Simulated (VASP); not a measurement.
# Ta4O (P-6m2) in VASP: a series of runs

Ta4O is run at these levels: PBE; tasks: relaxation of cell and atoms, single point.

All numbers are computed with VASP 6.6.1; they aren't measurements. Logs are shortened: lines on timing, memory, paths and dates and some standing lists are left out, and cuts for length are marked.

## (1) The cell of the first run

It takes space group P-6m2 (No. 187, hexagonal). The conventional cell has a = 4.665 Å, b = 4.665 Å, c = 4.368 Å, α = 90.00°, β = 90.00°, γ = 120.00°. Within 2.9 Å of Ta (site symmetry mm2) lie 6 Ta at 2.21 to 2.53 Å and 2 O at 2.60 Å. Ta (site symmetry -6m2) has 6 Ta at 2.53 Å and 3 O at 2.69 Å within 3.3 Å. O (site symmetry -6m2) has 9 Ta at 2.60 to 2.69 Å within 3.4 Å.

The cell was built from a structure type or drawn by symmetry, and may not be a known phase.

## (2) Relaxation of cell and atoms, PBE

Contents of INCAR:

```
PREC     = Accurate       # precision mode
ENCUT    = 600            # plane-wave cutoff, eV
EDIFF    = 1E-7           # SCF threshold, eV
ISMEAR   = 0              # smearing method
SIGMA    = 0.1            # smearing width, eV
LREAL    = F              # projectors in reciprocal space
LASPH    = T              # aspherical terms in the spheres
NELM     = 80             # most SCF steps
ALGO     = Normal         # electronic algorithm
ISIF     = 3              # what is computed and relaxed
LWAVE    = F              # write WAVECAR
LCHARG   = F              # write CHGCAR
GGA      = PE             # functional
IBRION   = 2              # ionic algorithm
NSW      = 90             # ionic steps
EDIFFG   = -0.04          # ionic threshold
```

Contents of KPOINTS:

```
regular mesh
0
Gamma
  6 6 4
```

Contents of POSCAR:

```
Ta4O
1.0
    4.6653089000      0.0000000000      0.0000000000
   -2.3326544500      4.0402760200      0.0000000000
    0.0000000000      0.0000000000      4.3679080700
Ta O
4 1
Direct
    0.1579469900      0.8420530100      0.5000000000
    0.1579469900      0.3158939800      0.5000000000
    0.6841060200      0.8420530100      0.5000000000
    0.0000000000      0.0000000000      0.0000000000
    0.3333333300      0.6666666700      0.0000000000
```

Potentials or basis: VASP PAW PBE potentials, release 64 (Ta_pv, O).

On the command line:

```sh
$ cat potpaw_PBE.64/Ta_pv/POTCAR potpaw_PBE.64/O/POTCAR > POTCAR
$ mpirun -np 1 vasp_std > vasp.out
```

OUTCAR:

```text
PREC = Accurate
   ENCUT = 600
   EDIFF = 1E-7
   ISMEAR = 0
   LREAL = F
   LASPH = T
   NELM = 80
   ISIF = 3
   GGA = PE
   IBRION = 2
   NSW = 90
   EDIFFG = -0.04

 ion  position               nearest neighbor table
   1  0.158  0.842  0.500-   2 2.21   3 2.21   2 2.45   3 2.45   4 2.53   4 2.53   5 2.60   5 2.60

   2  0.158  0.316  0.500-   1 2.21   3 2.21   3 2.45   1 2.45   4 2.53   4 2.53   5 2.60   5 2.60

   3  0.684  0.842  0.500-   2 2.21   1 2.21   2 2.45   1 2.45   4 2.53   4 2.53   5 2.60   5 2.60

   4  0.000  0.000  0.000-   2 2.53   2 2.53   3 2.53   1 2.53   1 2.53   3 2.53   5 2.69   5 2.69
                             5 2.69
   5  0.333  0.667  0.000-   1 2.60   1 2.60   2 2.60   2 2.60   3 2.60   3 2.60   4 2.69   4 2.69
                             4 2.69

  LATTYP: Found a hexagonal cell.
 ALAT       =     4.6653089000
 C/A-ratio  =     0.9362527034

  Lattice vectors:

 A1 = (   4.6653089000,   0.0000000000,   0.0000000000)
 A2 = (  -2.3326544500,   4.0402760200,   0.0000000000)
 A3 = (   0.0000000000,   0.0000000000,   4.3679080700)

Analysis of symmetry for initial positions (statically):
=====================================================================
 Subroutine PRICEL returns:
 Original cell was already a primitive cell.

 Routine SETGRP: Setting up the symmetry group for a
 hexagonal supercell.

 Subroutine GETGRP returns: Found 12 space group operations
 (whereof 12 operations were pure point group operations)
 out of a pool of 24 trial point group operations.

The static configuration has the point symmetry D_3h.

Analysis of symmetry for dynamics (positions and initial velocities):
=====================================================================
 Subroutine PRICEL returns:
 Original cell was already a primitive cell.

 Routine SETGRP: Setting up the symmetry group for a
 hexagonal supercell.

 Subroutine GETGRP returns: Found 12 space group operations
 (whereof 12 operations were pure point group operations)
 out of a pool of 24 trial point group operations.

The dynamic configuration has the point symmetry D_3h.

 Subroutine INISYM returns: Found 12 space group operations
 (whereof 12 operations are pure point group operations),
 and found     1 'primitive' translations

----------------------------------------------------------------------------------------

                                     Primitive cell

  volume of cell :      82.3313

[... 72 lines left out ...]
   k-points           NKPTS =     21   k-points in BZ     NKDIM =     21   number of bands    NBANDS=     30
   number of dos      NEDOS =    301   number of ions     NIONS =      5
   total plane-waves  NPLWV =  57600
   dimension x,y,z NGX =    40 NGY =   40 NGZ =   36
   dimension x,y,z NGXF=    80 NGYF=   80 NGZF=   72
   ions per type =               4   1
   NGX,Y,Z   is equivalent  to a cutoff of  14.25, 14.25, 13.70 a.u.
   NGXF,Y,Z  is equivalent  to a cutoff of  28.51, 28.51, 27.40 a.u.
 SYSTEM =  unknown system
   PREC   = accura    normal or accurate (medium, high low for compatibility)
   ISTART =      0    job   : 0-new  1-cont  2-samecut
   ICHARG =      2    charge: 1-file 2-atom 10-const
   ISPIN  =      1    spin polarized calculation?
   LNONCOLLINEAR =      F non collinear calculations
   LSORBIT =      F    spin-orbit coupling
   LASPH  =      T    aspherical Exc in radial PAW
   ENCUT  =  600.0 eV  44.10 Ry    6.64 a.u.   9.32  9.32  8.72*2*pi/ulx,y,z
   NELM   =     80;   NELMIN=  2; NELMDL= -5     # of ELM steps
   EDIFF  = 0.1E-06   stopping-criterion for ELM
   LREAL  =      F    real-space projection
   EDIFFG = -.4E-01   stopping-criterion for IOM
   NSW    =     90    number of steps for IOM
   IBRION =      2    ionic relax: 0-MD 1-quasi-New 2-CG
   NFREE  =      1    steps in history (QN), initial steepest desc. (CG)
   ISIF   =      3    stress and relaxation
   ISYM   =      2    0-nonsym 1-usesym 2-fastsym
   POTIM  = 0.5000    time-step for ionic-motion
   TEBEG  =    0.0;   TEEND  =   0.0 temperature during run
   PSTRESS=    0.0 pullay stress
   NELECT =      50.0000    total number of electrons
   NUPDOWN=      -1.0000    fix difference up-down
   EMIN   =  10.00;   EMAX   =-10.00  energy-range for DOS
   EFERMI =   0.00;   METHOD = LEGACY
   ISMEAR =     0;   SIGMA  =   0.10  broadening in eV -4-tet -1-fermi 0-gaus
   EFERMI_NEDOS =   21; number of points for ismear=-14 and -15
   IALGO  =     38    algorithm
   IMIX   =      4    mixing-type and parameters
     AMIX     =   0.40;   BMIX     =  1.00
     AMIX_MAG =   1.60;   BMIX_MAG =  1.00
  volume/ion in A,a.u.               =      16.47       111.12
  Fermi-wavevector in a.u.,A,eV,Ry     =   1.386362  2.619844 26.150377  1.921999
  Thomas-Fermi vector in A             =   2.510685
   LORBIT       =      0    0 simple, 1 ext, 2 COOP (PROOUT), +10 PAW based schemes
   GGA     = PE    functional components
   LHFCALC =     F    Hartree Fock is set to
   AEXX    =    0.0000 exact exchange contribution
   IVDW    =     0    specifies the selected vdW correction
   LEPSILON=     F    determine dielectric tensor
   LRPA    =     F    only Hartree local field effects (RPA)
 conjugate gradient relaxation of ions
 non-spin polarized calculation
 Gauss-broadening in eV      SIGMA  =   0.10
  energy-cutoff  :      600.00
  volume of cell :       82.33
 maximum number of plane-waves:      2777
 NGX is ok and might be reduce to    40
   NGX = 19   NGY = 19   NGZ = 17

--------------------------------------- Ionic step        1  -------------------------------------------

 number of electron      50.0000000 magnetization

 Free energy of the ion-electron system (eV)
  ---------------------------------------------------
  ext. energy  EPLUGINS =         0.00000000
  ---------------------------------------------------
  free energy    TOTEN  =       -39.32775279 eV

  energy without entropy =      -39.30656554  energy(sigma->0) =      -39.31715916

 E-fermi :   5.3577     XC(G=0): -11.8216

 val. band max:        5.3244061297   @ k =   0.3333   0.1667   0.2500
 cond. band min:       5.3678148919   @ k =   0.3333   0.3333   0.2500
 fundamental gap:      0.0434087622
 Fermi energy:         5.3576733990
[... 2204 lines left out ...]
     29       2.8374      0.00000
     30       3.3480      0.00000

[... ionic steps 4 to 12 ...]

--------------------------------------- Ionic step       13  -------------------------------------------

 number of electron      49.9999992 magnetization

------------------------ aborting loop because EDIFF is reached ----------------------------------------
[... 73 lines left out ...]
--------------------------------------- Ionic step       15  -------------------------------------------

 number of electron      49.9999992 magnetization

 Free energy of the ion-electron system (eV)
  ---------------------------------------------------
  ext. energy  EPLUGINS =         0.00000000
  ---------------------------------------------------
  free energy    TOTEN  =       -45.46526861 eV

  energy without entropy =      -45.42555745  energy(sigma->0) =      -45.44541303

 E-fermi :   2.6915     XC(G=0): -10.1742

 val. band max:        2.6859822988   @ k =   0.1667   0.1667   0.2500
 cond. band min:       2.6947142020   @ k =   0.3333  -0.0000   0.2500
 fundamental gap:      0.0087319031
 Fermi energy:         2.6914752348
[... 723 lines left out ...]
  FREE ENERGIE OF THE ION-ELECTRON SYSTEM (eV)
  ---------------------------------------------------
  free  energy   TOTEN  =       -45.4652686057 eV

  energy  without entropy=      -45.4255574482  energy(sigma->0) =      -45.44541303

 reached required accuracy - stopping structural energy minimisation
```

It took 8.1 min on 1 thread of Intel Xeon 6975P-C (Granite Rapids), shared host; peak memory 0.26 GiB.

What came out:

* Free energy: -45.4653 eV
* Relaxed volume: 23.15 Å³/atom
* Relaxed cell: a = 5.473 Å, b = 5.473 Å, c = 4.462 Å, α = 90.00°, β = 90.00°, γ = 120.00°
* Space group after relaxing (to 0.1 Å): P-6m2 (No. 187)
* Pressure after relaxing: 0.0 GPa
* Largest force after relaxing: 0.013 eV/Å
* Band gap on the k mesh: zero (bands 25 and 26 overlap by 1.57 eV)

Forces on the atoms (eV/Å):
```
Ta   0.011 -0.006  0.000
Ta   0.000  0.013  0.000
Ta  -0.011 -0.006  0.000
Ta   0.000  0.000  0.000
O    0.000  0.000  0.000
```

Final structure:
```
Ta O
1.0
     5.47307    0.00000    0.00000
    -2.73653    4.73982    0.00000
     0.00000    0.00000    4.46232
Ta O
4 1
Cartesian
  -1.4103 3.9741 2.2312
  0.0000 1.5314 2.2312
  1.4103 3.9741 2.2312
  0.0000 0.0000 0.0000
  0.0000 3.1599 0.0000
```

Caveat: the volume moved by over 15 % at a fixed basis, so the end points are rough; spin-orbit coupling is left out, which moves the levels of the heavy elements.

## (3) Single point, PBE, collinear spin

Contents of INCAR:

```
PREC = Accurate
ENCUT = 520
EDIFF = 1E-6
ISMEAR = 0
SIGMA = 0.1
LREAL = F
LASPH = T
NELM = 150
ALGO = Normal
ISIF = 2
LWAVE = F
LCHARG = F
ISPIN = 2
MAGMOM = 1 1 1 1 0
LORBIT = 11
LMAXMIX = 4
GGA = PE
NBANDS = 37
```

Contents of KPOINTS:

```
Automatic mesh
0
Gamma
  6 6 4
```

POSCAR is that of step 2.

Potentials or basis: VASP PAW PBE potentials, release 64 (Ta_pv, O).

On the command line:

```sh
$ cat potpaw_PBE.64/Ta_pv/POTCAR potpaw_PBE.64/O/POTCAR > POTCAR
$ mpirun -np 1 vasp_std > vasp.out
```

OUTCAR:

```text
PREC = Accurate
   ENCUT = 520
   EDIFF = 1E-6
   ISMEAR = 0
   LREAL = F
   LASPH = T
   NELM = 150
   ISIF = 2
   ISPIN = 2
   LORBIT = 11
   GGA = PE

 ion  position               nearest neighbor table
   1  0.158  0.842  0.500-   2 2.21   3 2.21   2 2.45   3 2.45   4 2.53   4 2.53   5 2.60   5 2.60

   2  0.158  0.316  0.500-   1 2.21   3 2.21   3 2.45   1 2.45   4 2.53   4 2.53   5 2.60   5 2.60

   3  0.684  0.842  0.500-   2 2.21   1 2.21   2 2.45   1 2.45   4 2.53   4 2.53   5 2.60   5 2.60

   4  0.000  0.000  0.000-   2 2.53   2 2.53   3 2.53   1 2.53   1 2.53   3 2.53   5 2.69   5 2.69
                             5 2.69
   5  0.333  0.667  0.000-   1 2.60   1 2.60   2 2.60   2 2.60   3 2.60   3 2.60   4 2.69   4 2.69
[... 1917 lines left out ...]
 -----------------------------------------------------------------------------------
     -1.22735      3.40213      2.18395         6.701960     -3.869379      0.000000
      0.00000      1.27630      2.18395        -0.000000      7.738757     -0.000000
      1.22735      3.40213      2.18395        -6.701960     -3.869379      0.000000
      0.00000      0.00000      0.00000         0.000000      0.000000      0.000000
     -0.00000      2.69352      0.00000        -0.000000      0.000000      0.000000
 -----------------------------------------------------------------------------------
    total drift:                                0.000029     -0.000017     -0.000000

  FREE ENERGIE OF THE ION-ELECTRON SYSTEM (eV)
  ---------------------------------------------------
  free  energy   TOTEN  =       -39.3259461731 eV

  energy  without entropy=      -39.3047593497  energy(sigma->0) =      -39.31535276

 total charge

# of ion       s       p       d       tot
------------------------------------------
    1        0.484   6.161   3.219   9.864
    2        0.484   6.161   3.219   9.864
    3        0.484   6.161   3.219   9.864
    4        0.440   6.144   2.723   9.307
    5        1.607   3.231   0.000   4.838
--------------------------------------------------
tot          3.500  27.859  12.379  43.738

 magnetization (x)

# of ion       s       p       d       tot
------------------------------------------
    1       -0.000  -0.000  -0.000  -0.000
    2       -0.000  -0.000  -0.000  -0.000
    3       -0.000  -0.000  -0.000  -0.000
    4       -0.000  -0.000  -0.000  -0.000
    5       -0.000  -0.000   0.000  -0.000
--------------------------------------------------
tot         -0.000  -0.000  -0.000  -0.000
```

stdout:

```text
POSCAR found type information on POSCAR TaO
 POSCAR found :  2 types and       5 ions
 scaLAPACK will be used
 LDA part: xc-table for (Slater+PW92), standard interpolation
 POSCAR, INCAR and KPOINTS ok, starting setup
 FFT: planning ... GRIDC
 FFT: planning ... GRID_SOFT
 FFT: planning ... GRID
 WAVECAR not read
 entering main loop
```

Run time: 54 s. Hardware: 1 thread of Intel Xeon 6975P-C (Granite Rapids), shared host; peak memory 0.27 GiB.

What came out:

```yaml
Free_energy: -39.3259 eV
Pressure: 70.5 GPa
Largest_force: 7.739 eV/Å
Band_gap_on_the_k_mesh: zero (filled and empty bands overlap)
Net_moment: 0.00 μB per cell
Valence_electrons_inside_the_program's_atomic_spheres: Ta 9.86, 9.31 (each value once); O 4.84
```

Forces on the atoms (eV/Å):
```
Ta   6.702 -3.869  0.000
Ta   0.000  7.739  0.000
Ta  -6.702 -3.869  0.000
Ta   0.000  0.000  0.000
O    0.000  0.000  0.000
```

Levels at points of the mesh, in eV from the Fermi level:
Spin up:
```tsv
k point	band 23	band 24	band 25	band 26	band 27	band 28
(0.00, 0.00, 0.00)	-3.20	-1.84	0.82	1.43	1.43	2.39
(0.50, 0.00, 0.00)	-1.89	-0.33	-0.08	0.64	1.49	1.51
(0.00, 0.00, 0.50)	-2.05	-1.65	-1.65	-1.42	1.18	2.48
(0.50, 0.00, 0.50)	-1.31	-0.46	0.19	0.36	1.24	1.55
```
Spin down:
| k point | band 22 | band 23 | band 24 | band 25 | band 26 | band 27 | band 28 | band 29 |
| --- | --- | --- | --- | --- | --- | --- | --- | --- |
| (0.00, 0.00, 0.00) | -3.20 | -3.20 | -1.84 | 0.82 | 1.43 | 1.43 | 2.39 | 2.39 |
| (0.50, 0.00, 0.00) | -1.93 | -1.89 | -0.33 | -0.08 | 0.64 | 1.49 | 1.51 | 1.56 |
| (0.00, 0.00, 0.50) | -2.05 | -2.05 | -1.65 | -1.65 | -1.42 | 1.18 | 2.48 | 2.48 |
| (0.50, 0.00, 0.50) | -2.40 | -1.31 | -0.46 | 0.19 | 0.36 | 1.24 | 1.55 | 1.70 |

Caveat: the cell stands under pressure; spin-orbit coupling is left out, which moves the levels of the heavy elements; forces of over 1 eV/Å act on the atoms, so gaps and moduli don't describe the material at rest.

[end of part 1 of 2]
